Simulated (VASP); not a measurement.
# CdS (F-43m) in VASP: vibrations by perturbation theory with PBE

Aim: the vibrations by perturbation theory of CdS with PBE.

Program: VASP 6.6.1. These are calculated values, not measurements. Logs are shortened: lines on timing, memory, paths and dates and some standing lists are left out, and cuts for length are marked.

**1. The cell of the first run**

The structure is cubic, space group F-43m (No. 216). The conventional cell has a = 5.927 Å, b = 5.927 Å, c = 5.927 Å, α = 90.00°, β = 90.00°, γ = 90.00°. Within 3.4 Å of Cd (site symmetry -43m) lie 4 S at 2.57 Å. Within 3.4 Å of S (site symmetry -43m) lie 4 Cd at 2.57 Å.

**2. Vibrations by perturbation theory, PBE**

The input, INCAR:

```
ALGO     = Normal         # electronic algorithm
EDIFF    = 1E-8           # SCF threshold, eV
ENCUT    = 540            # plane-wave cutoff, eV
GGA      = PE             # functional
GGA_COMPAT= False        
IBRION   = 8              # ionic algorithm
ISIF     = 2              # what is computed and relaxed
ISMEAR   = 0              # smearing method
LASPH    = True           # aspherical terms in the spheres
LCHARG   = False          # write CHGCAR
LEPSILON = True           # dielectric tensor by DFPT
LREAL    = False          # projectors in reciprocal space
LWAVE    = False          # write WAVECAR
NELM     = 120            # most SCF steps
NSW      = 1              # ionic steps
PREC     = Accurate       # precision mode
SIGMA    = 0.01           # smearing width, eV
```

The input, KPOINTS:

```
k-points
0
Gamma
  8 8 8
```

The input, POSCAR:

```
CdS
1.0
    0.0000000000      2.9636036761      2.9636036761
    2.9636036761      0.0000000000      2.9636036761
    2.9636036761      2.9636036761      0.0000000000
Cd S
1 1
Direct
    0.0000000000      0.0000000000      0.0000000000
    0.7500000000      0.7500000000      0.7500000000
```

Potentials or basis: VASP PAW PBE potentials, release 64 (Cd_sv_GW, S).

Started as:

```sh
$ cat potpaw_PBE.64/Cd_sv_GW/POTCAR potpaw_PBE.64/S/POTCAR > POTCAR
$ mpirun -np 1 vasp_std > vasp.out
```

OUTCAR:

```text
EDIFF = 1E-8
   ENCUT = 540
   GGA = PE
   IBRION = 8
   ISIF = 2
   ISMEAR = 0
   LASPH = True
   LEPSILON = True
   LREAL = False
   NELM = 120
   NSW = 1
   PREC = Accurate

 ion  position               nearest neighbor table
   1  0.000  0.000  0.000-   2 2.57   2 2.57   2 2.57   2 2.57
   2  0.750  0.750  0.750-   1 2.57   1 2.57   1 2.57   1 2.57

  LATTYP: Found a face centered cubic cell.
 ALAT       =     5.9272073522

  Lattice vectors:

 A1 = (   0.0000000000,   2.9636036761,   2.9636036761)
 A2 = (   2.9636036761,   0.0000000000,   2.9636036761)
 A3 = (   2.9636036761,   2.9636036761,   0.0000000000)

Analysis of symmetry for initial positions (statically):
=====================================================================
 Subroutine PRICEL returns:
 Original cell was already a primitive cell.

 Routine SETGRP: Setting up the symmetry group for a
 face centered cubic supercell.

 Subroutine GETGRP returns: Found 24 space group operations
 (whereof 24 operations were pure point group operations)
 out of a pool of 48 trial point group operations.

The static configuration has the point symmetry T_d .

Analysis of symmetry for dynamics (positions and initial velocities):
=====================================================================
 Subroutine PRICEL returns:
 Original cell was already a primitive cell.

 Routine SETGRP: Setting up the symmetry group for a
 face centered cubic supercell.

 Subroutine GETGRP returns: Found 24 space group operations
 (whereof 24 operations were pure point group operations)
 out of a pool of 48 trial point group operations.

The dynamic configuration has the point symmetry T_d .

 Subroutine INISYM returns: Found 24 space group operations
 (whereof 24 operations are pure point group operations),
 and found     1 'primitive' translations

----------------------------------------------------------------------------------------

                                     Primitive cell

  volume of cell :      52.0583

  direct lattice vectors                    reciprocal lattice vectors
     0.000000000  2.963603676  2.963603676    -0.168713517  0.168713517  0.168713517
     2.963603676  0.000000000  2.963603676     0.168713517 -0.168713517  0.168713517
     2.963603676  2.963603676  0.000000000     0.168713517  0.168713517 -0.168713517

  length of vectors
     4.191168512  4.191168512  4.191168512     0.292220384  0.292220384  0.292220384

  position of ions in fractional coordinates (direct lattice)
     0.000000000  0.000000000  0.000000000
     0.750000000  0.750000000  0.750000000

  ion indices of the primitive-cell ions
   primitive index   ion index
                 1           1
                 2           2

----------------------------------------------------------------------------------------

 KPOINTS: k-points

Automatic generation of k-mesh.
 Grid dimensions read from file:
 generate k-points for:    8    8    8

 Generating k-lattice:

  Cartesian coordinates                     Fractional coordinates (reciprocal lattice)
    -0.021089190  0.021089190  0.021089190     0.125000000  0.000000000  0.000000000
     0.021089190 -0.021089190  0.021089190     0.000000000  0.125000000  0.000000000
[... 628 lines left out ...]
  ---------------------------------------------------
  free energy    TOTEN  =        -0.89310011 eV

  energy without entropy =       -0.89310011

------------------------ aborting loop because EDIFF is reached ----------------------------------------

--------------------------------------- Ionic step        2  -------------------------------------------

------------------------ aborting loop because EDIFF is reached ----------------------------------------

--------------------------------------- Ionic step        3  -------------------------------------------

------------------------ aborting loop because EDIFF is reached ----------------------------------------

 PIEZOELECTRIC TENSOR FIELD DIRECTION 3  (e Angst)
 -----------------------------------------------------------------------------
    -0.00178  1.95827  0.00000           (  0.00000 -0.07110  0.00000)
     1.95827 -0.00178  0.00000           ( -0.07110  0.00000  0.00000)
     0.00000  0.00000  0.00147           (  0.00000  0.00000 -0.00000)

 PIEZOELECTRIC TENSOR FIELD DIRECTION 3  (C/m^2)
 -----------------------------------------------------------------------------
    -0.00055  0.60269  0.00000
     0.60269 -0.00055  0.00000
     0.00000  0.00000  0.00045

--------------------------------------- Ionic step        4  -------------------------------------------

------------------------ aborting loop because EDIFF is reached ----------------------------------------

[... ionic steps 5 to 6 ...]

--------------------------------------- Ionic step        7  -------------------------------------------

 Free energy of the ion-electron system (eV)
  ---------------------------------------------------
  ---------------------------------------------------
  free energy    TOTEN  =        -0.10795643 eV

  energy without entropy =       -0.10795643

------------------------ aborting loop because EDIFF is reached ----------------------------------------

 INTERNAL STRAIN TENSOR  FOR ION    2  DIRECTION 1   (eV/Angst):
 -----------------------------------------------------------------------------
    -0.00154  0.00000  0.00000
     0.00000  0.00414  5.10983
     0.00000  5.10983  0.00414

 MACROSCOPIC STATIC DIELECTRIC TENSOR (including local field effects in DFT)
 ------------------------------------------------------
           6.743713     0.000000     0.000000
           0.000000     6.743713    -0.000000
           0.000000     0.000000     6.743713
 ------------------------------------------------------

 PIEZOELECTRIC TENSOR (including local field effects)  for field in x, y, z        (e  Angst)
          XX          YY          ZZ          XY          YZ          ZX
  --------------------------------------------------------------------------------
  x    -0.00000     0.00000    -0.00000     0.00000     1.97059     0.00000
  y     0.00000     0.00000    -0.00000     0.00000     0.00000     1.97059
  z    -0.00000     0.00000     0.00000     1.97059     0.00000     0.00000

 PIEZOELECTRIC TENSOR (including local field effects)  for field in x, y, z        (C/m^2)
          XX          YY          ZZ          XY          YZ          ZX
  --------------------------------------------------------------------------------
  x    -0.00000     0.00000    -0.00000     0.00000     0.60648     0.00000
  y     0.00000     0.00000    -0.00000     0.00000     0.00000     0.60648
  z    -0.00000     0.00000     0.00000     0.60648     0.00000     0.00000

 BORN EFFECTIVE CHARGES (including local field effects) (in |e|, cummulative output)
 ---------------------------------------------------------------------------------
 ion    1
    1     2.27033     0.00000     0.00000
    2     0.00000     2.27033    -0.00000
    3     0.00000    -0.00000     2.27033
 ion    2
    1    -2.27033     0.00000     0.00000
    2     0.00000    -2.27033     0.00000
    3    -0.00000     0.00000    -2.27033

 INTERNAL STRAIN TENSOR FOR ION    2 for displacements in x,y,z  (eV/Angst):
          X           Y           Z          XY          YZ          ZX
  --------------------------------------------------------------------------------
  x     0.00000     0.00000     0.00000     0.00000     5.10983     0.00000
  y    -0.00000     0.00000    -0.00000     0.00000     0.00000     5.10983
  z     0.00000     0.00000     0.00000     5.10983     0.00000     0.00000

 SECOND DERIVATIVES (NOT SYMMETRIZED)
 ------------------------------------
               1X          1Y          1Z          2X          2Y          2Z
  1X    -4.104006    0.000000    0.000000    4.104006    0.000000    0.000000
  1Y     0.000000   -4.104006    0.000000    0.000000    4.104006    0.000000
  1Z     0.000000    0.000000   -4.104006    0.000000    0.000000    4.104006
  2X     4.254498    0.000000    0.000000   -4.254498    0.000000    0.000000
  2Y     0.000000    4.254498    0.000000    0.000000   -4.254498    0.000000
  2Z     0.000000    0.000000    4.254498    0.000000    0.000000   -4.254498

 Eigenvectors and eigenvalues of the dynamical matrix
 ----------------------------------------------------

   1 f  =    6.430546 THz    40.404314 2PiTHz  214.499938 cm-1    26.594591 meV
             X         Y         Z           dx          dy          dz
      0.000000  0.000000  0.000000    -0.464564    0.000000    0.000000
      4.445406  4.445406  4.445406     0.885539    0.000000    0.000000
[... 21 lines left out ...]
   6 f/i=    0.047633 THz     0.299290 2PiTHz    1.588881 cm-1     0.196996 meV
             X         Y         Z           dx          dy          dz
      0.000000  0.000000  0.000000     0.000000    0.000000    0.885539
      4.445406  4.445406  4.445406     0.000000    0.000000    0.464564

--------------------------------------------------------------------------------------------------------

 MACROSCOPIC STATIC DIELECTRIC TENSOR IONIC CONTRIBUTION
 ------------------------------------------------------
           4.286308     0.000000     0.000000
           0.000000     4.286308    -0.000000
           0.000000    -0.000000     4.286308
 ------------------------------------------------------

 ELASTIC MODULI CONTR FROM IONIC RELAXATION (kBar)
 Direction    XX          YY          ZZ          XY          YZ          ZX
 --------------------------------------------------------------------------------
 XX          -0.0000     -0.0000     -0.0000     -0.0000     -0.0000      0.0000
 YY          -0.0000     -0.0000     -0.0000     -0.0000     -0.0000     -0.0000
 ZZ          -0.0000     -0.0000     -0.0000     -0.0000     -0.0000      0.0000
 XY          -0.0000     -0.0000     -0.0000   -205.8449      0.0000      0.0000
 YZ          -0.0000     -0.0000     -0.0000      0.0000   -205.8449      0.0000
 ZX           0.0000     -0.0000      0.0000      0.0000      0.0000   -205.8449
 --------------------------------------------------------------------------------

 PIEZOELECTRIC TENSOR IONIC CONTR  for field in x, y, z        (C/m^2)
          XX          YY          ZZ          XY          YZ          ZX
  --------------------------------------------------------------------------------
  x    -0.00000    -0.00000    -0.00000     0.00000    -0.88386     0.00000
  y     0.00000    -0.00000     0.00000     0.00000     0.00000    -0.88386
  z    -0.00000    -0.00000    -0.00000    -0.88386    -0.00000     0.00000
```

It took 18 min on 1 thread of Intel Xeon Platinum 8259CL at 2.50GHz (Skylake/Cascade Lake), shared host; peak memory 0.4 GiB.

Results:

```yaml
Electronic_dielectric_tensor_diagonal: 6.74
Born_charges_mean_of_the_diagonal: Cd +2.27; S -2.27 e
Highest_phonon_frequency_at_Γ_LO-TO_splitting_left_out: 214 cm⁻¹
```

Phonon frequencies in cm⁻¹ (negative: imaginary):
| q point | frequencies |
| --- | --- |
| (0.000, 0.000, 0.000) | -2 -2 -2 214 214 214 |

Electronic dielectric tensor:
```
6.74 0.00 0.00
0.00 6.74 0.00
0.00 0.00 6.74
```

Born effective charge tensors (e):
atom 1, Cd
```
2.27 0.00 0.00
0.00 2.27 0.00
0.00 0.00 2.27
```
atom 2, S
```
-2.27  0.00  0.00
 0.00 -2.27  0.00
 0.00  0.00 -2.27
```
